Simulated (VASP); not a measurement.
W:

```xyz
1
Lattice="-1.5823 1.5823 1.5823 1.5823 -1.5823 1.5823 1.5823 1.5823 -1.5823" Properties=species:S:1:pos:R:3 pbc="T T T"
W     0.0000    0.0000    0.0000
```

- Program: VASP 6.6.1
- Task: relaxation of cell and atoms
- Functional: PBE
- Potentials or basis: VASP PAW PBE potentials, release 64 (W_sv)
- Cutoff: 600 eV
- k mesh: 18 × 18 × 18
- Occupations: gaussian, width 0.1 eV
- Spin: no spin polarisation

At the start: pressure 6.3 GPa; volume 15.85 Å³/atom.

Q: Where does the relaxation end?

A: Over 4 steps the energy falls by 6.0 meV/atom and the volume is 16.16 Å³/atom (+2.0 %); space group Im-3m (No. 229, to 0.05 Å).

Step by step:
```tsv
step	energy change (eV)	largest force (eV/Å)	pressure (GPa)	volume (Å³)
1	0.0000	0.0000	6.28	15.85
2	0.0634	0.0000	-18.04	17.31
3	-0.0060	0.0000	-0.13	16.17
4	-0.0060	0.0000	-0.03	16.16
```

Final structure:
```cif
data_structure
_symmetry_space_group_name_H-M 'P 1'
_symmetry_Int_Tables_number 1
_cell_length_a 2.7587
_cell_length_b 2.7587
_cell_length_c 2.7587
_cell_angle_alpha 109.471
_cell_angle_beta 109.471
_cell_angle_gamma 109.471
_cell_volume 16.16
loop_
_atom_site_label
_atom_site_type_symbol
_atom_site_fract_x
_atom_site_fract_y
_atom_site_fract_z
_atom_site_occupancy
W1 W 0.00000 0.00000 0.00000 1
```
